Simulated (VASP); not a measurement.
# Co (Fm-3m) in VASP: further runs

The runs below take Co through single point, with r2SCAN.

Everything below comes from runs of VASP 6.6.1. Logs are shortened: lines on timing, memory, paths and dates and some standing lists are left out, and cuts for length are marked.

## (1) The cell of the first run

Symmetry: Fm-3m, No. 225, cubic system. Conventional cell: a = 3.512 Å, b = 3.512 Å, c = 3.512 Å, α = 90.00°, β = 90.00°, γ = 90.00°. Within 3.3 Å of Co (site symmetry m-3m) lie 12 Co at 2.48 Å.

This isn't the form of Co at room conditions, which is hcp.

## (2) Single point, r2SCAN, collinear spin, ferromagnetic start

The input, POSCAR:

```
Co
1.0
    0.0000000000      1.7562213891      1.7562213891
    1.7562213891      0.0000000000      1.7562213891
    1.7562213891      1.7562213891      0.0000000000
Co
1
Direct
    0.0000000000      0.0000000000      0.0000000000
```

The input, INCAR.step1:

```
PREC     = Accurate       # precision mode
ENCUT    = 520            # plane-wave cutoff, eV
ISMEAR   = 0              # smearing method
SIGMA    = 0.1            # smearing width, eV
LREAL    = F              # projectors in reciprocal space
LASPH    = T              # aspherical terms in the spheres
NELM     = 150            # most SCF steps
ISPIN    = 2              # spin polarisation
MAGMOM   = 2.14           # initial moments
LMAXMIX  = 4              # l up to which the mixer works
NBANDS   = 14             # bands
GGA      = PE             # functional
ALGO     = Normal         # electronic algorithm
EDIFF    = 1E-4           # SCF threshold, eV
LWAVE    = T              # write WAVECAR
LCHARG   = F              # write CHGCAR
```

The input, INCAR.step2:

```
PREC     = Accurate       # precision mode
ENCUT    = 520            # plane-wave cutoff, eV
EDIFF    = 1E-7           # SCF threshold, eV
ISMEAR   = 0              # smearing method
SIGMA    = 0.1            # smearing width, eV
LREAL    = F              # projectors in reciprocal space
LASPH    = T              # aspherical terms in the spheres
NELM     = 150            # most SCF steps
ALGO     = Normal         # electronic algorithm
ISIF     = 2              # what is computed and relaxed
LWAVE    = F              # write WAVECAR
LCHARG   = F              # write CHGCAR
ISPIN    = 2              # spin polarisation
MAGMOM   = 2.14           # initial moments
LORBIT   = 11             # projections on sites
LMAXMIX  = 4              # l up to which the mixer works
METAGGA  = R2SCAN         # meta-GGA
LMIXTAU  = T            
NBANDS   = 14             # bands
ISTART   = 1
```

The input, KPOINTS:

```
Automatic mesh
0
Gamma
  20 20 20
```

Potentials or basis: VASP PAW PBE potentials, release 64 (Co).

Started as:

```bash
$ cat potpaw_PBE.64/Co/POTCAR > POTCAR
$ cp INCAR.step1 INCAR
$ mpirun -np 1 vasp_std > vasp.out
$ cp INCAR.step2 INCAR
$ mpirun -np 1 vasp_std > vasp.out
```

OUTCAR:

```text
PREC = Accurate
   ENCUT = 520
   EDIFF = 1E-7
   ISMEAR = 0
   LREAL = F
   LASPH = T
   NELM = 150
   ISIF = 2
   ISPIN = 2
   LORBIT = 11
   METAGGA = R2SCAN
   ISTART = 1

 ion  position               nearest neighbor table
   1  0.000  0.000  0.000-

  LATTYP: Found a face centered cubic cell.
 ALAT       =     3.5124427782

  Lattice vectors:

 A1 = (   0.0000000000,   1.7562213891,   1.7562213891)
 A2 = (   1.7562213891,   0.0000000000,   1.7562213891)
 A3 = (   1.7562213891,   1.7562213891,   0.0000000000)

Analysis of symmetry for initial positions (statically):
=====================================================================
 Subroutine PRICEL returns:
 Original cell was already a primitive cell.

 Routine SETGRP: Setting up the symmetry group for a
 face centered cubic supercell.

 Subroutine GETGRP returns: Found 48 space group operations
 (whereof 48 operations were pure point group operations)
 out of a pool of 48 trial point group operations.

The static configuration has the point symmetry O_h .

Analysis of symmetry for dynamics (positions and initial velocities):
=====================================================================
 Subroutine PRICEL returns:
 Original cell was already a primitive cell.

 Routine SETGRP: Setting up the symmetry group for a
 face centered cubic supercell.

 Subroutine GETGRP returns: Found 48 space group operations
 (whereof 48 operations were pure point group operations)
 out of a pool of 48 trial point group operations.

The dynamic configuration has the point symmetry O_h .

Analysis of structural, dynamic, and magnetic symmetry:
=====================================================================
 Subroutine PRICEL returns:
 Original cell was already a primitive cell.

 Routine SETGRP: Setting up the symmetry group for a
 face centered cubic supercell.

 Subroutine GETGRP returns: Found 48 space group operations
 (whereof 48 operations were pure point group operations)
 out of a pool of 48 trial point group operations.

The overall configuration has the point symmetry O_h .

 Subroutine INISYM returns: Found 48 space group operations
 (whereof 48 operations are pure point group operations),
 and found     1 'primitive' translations

----------------------------------------------------------------------------------------

                                     Primitive cell

  volume of cell :      10.8335

  direct lattice vectors                    reciprocal lattice vectors
     0.000000000  1.756221389  1.756221389    -0.284702147  0.284702147  0.284702147
     1.756221389  0.000000000  1.756221389     0.284702147 -0.284702147  0.284702147
     1.756221389  1.756221389  0.000000000     0.284702147  0.284702147 -0.284702147

  length of vectors
     2.483672107  2.483672107  2.483672107     0.493118584  0.493118584  0.493118584

  position of ions in fractional coordinates (direct lattice)
     0.000000000  0.000000000  0.000000000

  ion indices of the primitive-cell ions
   primitive index   ion index
                 1           1

----------------------------------------------------------------------------------------

 KPOINTS: Automatic mesh

Automatic generation of k-mesh.
 Grid dimensions read from file:
 generate k-points for:   20   20   20

 Generating k-lattice:

  Cartesian coordinates                     Fractional coordinates (reciprocal lattice)
    -0.014235107  0.014235107  0.014235107     0.050000000  0.000000000  0.000000000
     0.014235107 -0.014235107  0.014235107     0.000000000  0.050000000  0.000000000
     0.014235107  0.014235107 -0.014235107     0.000000000  0.000000000  0.050000000

  Length of vectors
     0.024655929  0.024655929  0.024655929

  Shift w.r.t. Gamma in fractional coordinates (k-lattice)
     0.000000000  0.000000000  0.000000000

 Subroutine IBZKPT returns following result:
 ===========================================

 Found    256 irreducible k-points:

 Following reciprocal coordinates:
            Coordinates               Weight
  0.000000  0.000000  0.000000      1.000000
  0.050000  0.000000  0.000000      8.000000
  0.100000  0.000000  0.000000      8.000000
  0.150000  0.000000  0.000000      8.000000
  0.200000  0.000000  0.000000      8.000000
  0.250000  0.000000  0.000000      8.000000
[... 16 lines left out ...]
 -0.400000  0.050000  0.000000     24.000000
 -0.350000  0.050000  0.000000     24.000000
 [... further k-points ...]
   k-points           NKPTS =    256   k-points in BZ     NKDIM =    256   number of bands    NBANDS=     14
   number of dos      NEDOS =    301   number of ions     NIONS =      1
   total plane-waves  NPLWV =   5832
   dimension x,y,z NGX =    18 NGY =   18 NGZ =   18
   dimension x,y,z NGXF=    36 NGYF=   36 NGZF=   36
   ions per type =               1
   NGX,Y,Z   is equivalent  to a cutoff of  12.05, 12.05, 12.05 a.u.
   NGXF,Y,Z  is equivalent  to a cutoff of  24.10, 24.10, 24.10 a.u.
[... 31 lines left out ...]
  volume/ion in A,a.u.               =      10.83        73.11
  Fermi-wavevector in a.u.,A,eV,Ry     =   1.538980  2.908251 32.224861  2.368461
  Thomas-Fermi vector in A             =   2.645273
   LORBIT       =     11    0 simple, 1 ext, 2 COOP (PROOUT), +10 PAW based schemes
   METAGGA = R2SCAN    functional components
   LHFCALC =     F    Hartree Fock is set to
   AEXX    =    0.0000 exact exchange contribution
   IVDW    =     0    specifies the selected vdW correction
   LEPSILON=     F    determine dielectric tensor
   LRPA    =     F    only Hartree local field effects (RPA)
 spin polarized calculation
 Gauss-broadening in eV      SIGMA  =   0.10
  energy-cutoff  :      520.00
  volume of cell :       10.83
 maximum number of plane-waves:       305
   NGX =  9   NGY =  9   NGZ =  9

 number of electron       8.9999999 magnetization       1.8265403

 Free energy of the ion-electron system (eV)
  ---------------------------------------------------
  ext. energy  EPLUGINS =         0.00000000
  ---------------------------------------------------
  free energy    TOTEN  =       -13.23791337 eV

  energy without entropy =      -13.23509788  energy(sigma->0) =      -13.23650563

 E-fermi :  10.6396     XC(G=0): -14.6739

 val. band max:       10.6378497305   @ k =  -0.4500   0.4500   0.0000
 cond. band min:      10.6638013586   @ k =   0.3000   0.2500   0.0000
 fundamental gap:      0.0259516281
 Fermi energy:        10.6396047192

 spin component 1

 k-point     1 :       0.0000    0.0000    0.0000
  band No.  band energies     occupation
      1       0.9263      1.00000
      2       7.1055      1.00000
      3       7.1055      1.00000
      4       7.1055      1.00000
      5       7.7694      1.00000
      6       7.7694      1.00000
      7      34.1997      0.00000
      8      38.6884      0.00000
      9      38.6884      0.00000
     10      38.6889      0.00000
     11      41.6521      0.00000
     12      41.6521      0.00000
     13      41.6521      0.00000
     14      41.6944      0.00000
[... 375 lines left out ...]
 k-point    24 :      -0.3500    0.0500    0.0000
  band No.  band energies     occupation
      1       4.5095      1.00000
      2       6.8467      1.00000
      3       6.8869      1.00000
      4       7.6826      1.00000
      5       8.5448      1.00000
      6       9.0103      1.00000
      7      19.9891      0.00000
      8      32.4561      0.00000
      9      35.1849      0.00000
     10      37.4522      0.00000
     11      38.7921      0.00000
     12      40.6565      0.00000
     13      41.8209      0.00000
     14      46.0187      0.00000

 [... further k-points ...]

 spin component 2

 k-point     1 :       0.0000    0.0000    0.0000
  band No.  band energies     occupation
      1       0.4782      1.00000
      2       9.1110      1.00000
      3       9.1111      1.00000
      4       9.1111      1.00000
      5      11.5225      0.00000
      6      11.5225      0.00000
      7      34.0439      0.00000
      8      39.7057      0.00000
      9      39.7057      0.00000
     10      39.7058      0.00000
     11      42.3554      0.00000
     12      42.3554      0.00000
     13      42.3556      0.00000
     14      44.5128      0.00000
[... 375 lines left out ...]
 k-point    24 :      -0.3500    0.0500    0.0000
  band No.  band energies     occupation
      1       4.9253      1.00000
      2       8.5124      1.00000
      3       9.5119      1.00000
      4       9.6009      1.00000
      5      11.5725      0.00000
      6      11.9286      0.00000
      7      20.8534      0.00000
      8      32.5021      0.00000
      9      35.8213      0.00000
     10      38.3821      0.00000
     11      39.6527      0.00000
     12      41.6166      0.00000
     13      46.2409      0.00000
     14      50.0103      0.00000

 [... further k-points ...]

------------------------ aborting loop because EDIFF is reached ----------------------------------------

  FORCE on cell =-STRESS in cart. coord.  units (eV):
  Direction    XX          YY          ZZ          XY          YZ          ZX
  --------------------------------------------------------------------------------------
  -------------------------------------------------------------------------------------
  Total       -0.0013023     -0.0013023     -0.0013023      0.0000000      0.0000000      0.0000000
  in kB       -0.1926003     -0.1926003     -0.1926003      0.0000000      0.0000000      0.0000000
  external PRESSURE =      -0.1926003 kB  Pullay stress =       0.0000000 kB

 VOLUME and BASIS-vectors are now :
 -----------------------------------------------------------------------------
  energy-cutoff  :      520.00
  volume of cell :       10.83
      direct lattice vectors                 reciprocal lattice vectors
     0.000000000  1.756221389  1.756221389    -0.284702147  0.284702147  0.284702147
     1.756221389  0.000000000  1.756221389     0.284702147 -0.284702147  0.284702147
     1.756221389  1.756221389  0.000000000     0.284702147  0.284702147 -0.284702147

 POSITION                                       TOTAL-FORCE (eV/Angst)
 -----------------------------------------------------------------------------------
      0.00000      0.00000      0.00000         0.000000      0.000000      0.000000
 -----------------------------------------------------------------------------------
    total drift:                                0.000000     -0.000000     -0.000000

  FREE ENERGIE OF THE ION-ELECTRON SYSTEM (eV)
  ---------------------------------------------------
  free  energy   TOTEN  =       -13.2379133738 eV

  energy  without entropy=      -13.2350978831  energy(sigma->0) =      -13.23650563

 total charge

# of ion       s       p       d       tot
------------------------------------------
    1        0.512   0.569   7.215   8.297

 magnetization (x)

# of ion       s       p       d       tot
------------------------------------------
    1       -0.001  -0.060   1.942   1.881
```

Wall time 2.5 min (1 thread of Intel Xeon 6975P-C (Granite Rapids), shared host); peak memory 0.17 GiB.

What came out:

```
Free energy                                           : -13.2379 eV
Pressure                                              : 0.0 GPa
Net moment                                            : 1.83 μB per cell
Site moments                                          : Co +1.88 μB
Valence electrons inside the program's atomic spheres : Co 8.30
```

Caveat: the PAW data sets were made with another functional, which shifts forces and pressure a little.

## (3) Single point, r2SCAN, collinear spin, ferromagnetic start (11.16 Å³/atom)

This run uses another cell than the first one, of 11.16 Å³/atom.

The input, POSCAR:

```
Co
1.0
    0.0000000000      1.7736108506      1.7736108506
    1.7736108506      0.0000000000      1.7736108506
    1.7736108506      1.7736108506      0.0000000000
Co
1
Direct
    0.0000000000      0.0000000000      0.0000000000
```

The input, INCAR.step1:

```
SYSTEM = Co
PREC = Accurate
ENCUT = 520
ISMEAR = 0
SIGMA = 0.1
LREAL = .False.
LASPH = .True.
NELM = 150
ISPIN = 2
MAGMOM = 2.14
LMAXMIX = 4
NBANDS = 14
GGA = PE
ALGO = Normal
EDIFF = 1E-4
LWAVE = .True.
LCHARG = .False.
```

The input, INCAR.step2:

```
SYSTEM = Co
PREC = Accurate
ENCUT = 520
EDIFF = 1E-7
ISMEAR = 0
SIGMA = 0.1
LREAL = .False.
LASPH = .True.
NELM = 150
ALGO = Normal
ISIF = 2
LWAVE = .False.
LCHARG = .False.
ISPIN = 2
MAGMOM = 2.14
LORBIT = 11
LMAXMIX = 4
METAGGA = R2SCAN
LMIXTAU = .True.
NBANDS = 14
ISTART = 1
```

The input, KPOINTS:

```
regular mesh
0
Gamma
  20 20 20
  0 0 0
```

Potentials or basis: VASP PAW PBE potentials, release 64 (Co).

Started as:

```bash
$ cat potpaw_PBE.64/Co/POTCAR > POTCAR
$ cp INCAR.step1 INCAR
$ mpirun -np 1 vasp_std > vasp.out
$ cp INCAR.step2 INCAR
$ mpirun -np 1 vasp_std > vasp.out
```

It took 2.8 min on 1 thread of Intel Xeon 6975P-C (Granite Rapids), shared host; peak memory 0.18 GiB.

It converged, with:

* Free energy: -13.2318 eV
* Pressure: -5.9 GPa
* Net moment: 1.84 μB per cell
* Site moments: Co +1.90 μB
* Valence electrons inside the program's atomic spheres: Co 8.24

Levels at points of the mesh, in eV from the Fermi level:
Spin up:
| k point | band 2 | band 3 | band 4 | band 5 | band 6 | band 7 | band 8 | band 9 |
| --- | --- | --- | --- | --- | --- | --- | --- | --- |
| (0.00, 0.00, 0.00) | -3.47 | -3.47 | -3.47 | -2.88 | -2.88 | 23.31 | 27.57 | 27.57 |
| (0.50, 0.00, 0.00) | -3.84 | -3.84 | -1.75 | -1.75 | -0.65 | 5.55 | 21.88 | 24.98 |
| (0.50, 0.50, 0.00) | -5.33 | -2.15 | -1.36 | -1.36 | 2.18 | 8.94 | 14.81 | 14.81 |
Spin down:
```tsv
k point	band 2	band 3	band 4	band 5	band 6	band 7
(0.00, 0.00, 0.00)	-1.48	-1.48	-1.48	0.93	0.93	23.16
(0.50, 0.00, 0.00)	-1.11	-1.08	-1.08	1.30	1.30	6.86
(0.50, 0.50, 0.00)	-3.82	0.96	0.96	1.83	1.95	10.55
```

Caveat: the cell stands under tension; the PAW data sets were made with another functional, which shifts forces and pressure a little.

## (4) Single point, r2SCAN, collinear spin, ferromagnetic start (11.48 Å³/atom)

This run uses another cell than the first one, of 11.48 Å³/atom.

The input, POSCAR:

```
Co
1.0
    0.0000000000      1.7906658473      1.7906658473
    1.7906658473      0.0000000000      1.7906658473
    1.7906658473      1.7906658473      0.0000000000
Co
1
Direct
    0.0000000000      0.0000000000      0.0000000000
```

The input, INCAR.step1:

```
PREC     = Accurate       # precision mode
ENCUT    = 520            # plane-wave cutoff, eV
ISMEAR   = 0              # smearing method
SIGMA    = 0.1            # smearing width, eV
LREAL    = False          # projectors in reciprocal space
LASPH    = True           # aspherical terms in the spheres
NELM     = 150            # most SCF steps
ISPIN    = 2              # spin polarisation
MAGMOM   = 2.14           # initial moments
LMAXMIX  = 4              # l up to which the mixer works
NBANDS   = 14             # bands
GGA      = PE             # functional
ALGO     = Normal         # electronic algorithm
EDIFF    = 1E-4           # SCF threshold, eV
LWAVE    = True           # write WAVECAR
LCHARG   = False          # write CHGCAR
```

The input, INCAR.step2:

```
PREC     = Accurate       # precision mode
ENCUT    = 520            # plane-wave cutoff, eV
EDIFF    = 1E-6           # SCF threshold, eV
ISMEAR   = 0              # smearing method
SIGMA    = 0.1            # smearing width, eV
LREAL    = False          # projectors in reciprocal space
LASPH    = True           # aspherical terms in the spheres
NELM     = 150            # most SCF steps
ALGO     = Normal         # electronic algorithm
ISIF     = 2              # what is computed and relaxed
LWAVE    = False          # write WAVECAR
LCHARG   = False          # write CHGCAR
ISPIN    = 2              # spin polarisation
MAGMOM   = 2.14           # initial moments
LORBIT   = 11             # projections on sites
LMAXMIX  = 4              # l up to which the mixer works
METAGGA  = R2SCAN         # meta-GGA
LMIXTAU  = True         
NBANDS   = 14             # bands
ISTART   = 1
```

The input, KPOINTS:

```
Automatic mesh
0
Gamma
  20 20 20
```

Started as:

```bash
$ cat potpaw_PBE.64/Co/POTCAR > POTCAR
$ cp INCAR.step1 INCAR
$ mpirun -np 1 vasp_std > vasp.out
$ cp INCAR.step2 INCAR
$ mpirun -np 1 vasp_std > vasp.out
```

It took 3.3 min on 1 thread of Intel Xeon 6975P-C (Granite Rapids), shared host; peak memory 0.19 GiB.

Results (log left out):

```yaml
Free_energy: -13.2148 eV
Pressure: -10.8 GPa
Net_moment: 1.85 μB per cell
Site_moments: Co +1.91 μB
Valence_electrons_inside_the_program's_atomic_spheres: Co 8.19
```

Levels at points of the mesh, in eV from the Fermi level:
Spin up:
| k point | band 2 | band 3 | band 4 | band 5 | band 6 | band 7 | band 8 | band 9 |
| --- | --- | --- | --- | --- | --- | --- | --- | --- |
| (0.00, 0.00, 0.00) | -3.40 | -3.40 | -3.40 | -2.89 | -2.89 | 23.07 | 27.12 | 27.12 |
| (0.50, 0.00, 0.00) | -3.79 | -3.79 | -1.77 | -1.77 | -0.61 | 5.32 | 21.66 | 24.47 |
| (0.50, 0.50, 0.00) | -5.18 | -2.18 | -1.38 | -1.38 | 2.14 | 8.67 | 14.53 | 14.53 |
Spin down:
| k point | band 1 | band 2 | band 3 | band 4 | band 5 | band 6 | band 7 | band 8 |
| --- | --- | --- | --- | --- | --- | --- | --- | --- |
| (0.00, 0.00, 0.00) | -9.79 | -1.42 | -1.42 | -1.42 | 0.98 | 0.98 | 22.92 | 28.16 |
| (0.50, 0.00, 0.00) | -4.66 | -1.07 | -1.01 | -1.01 | 1.30 | 1.30 | 6.63 | 21.36 |
| (0.50, 0.50, 0.00) | -3.84 | -3.67 | 0.92 | 0.92 | 1.84 | 1.91 | 10.29 | 14.99 |

Caveat: the cell stands under tension; the PAW data sets were made with another functional, which shifts forces and pressure a little.

## (5) Summary

```tsv
cell	gap on the mesh (eV)	pressure (GPa)	moment (μB)
a = 2.484 Å, angles 60.0°, 1 atom	none	0.0	1.83
a = 2.508 Å, angles 60.0°, 1 atom	none	-5.9	1.84
a = 2.532 Å, angles 60.0°, 1 atom	none	-10.8	1.85
```

Alike in all rows: task single point; level r2SCAN; potentials or basis VASP PAW PBE potentials, release 64 (Co); spin collinear, ferromagnetic start; k mesh 20 × 20 × 20; cutoff (eV) 520; smearing gaussian 0.1 eV.

Caveats: the PAW data sets were made with another functional, which shifts forces and pressure a little; the cell stands under tension (at least some runs).

Absolute energies hang on the potentials; compare differences alone.

The gap in the log of VASP goes by the Fermi energy; the results here count the filled bands.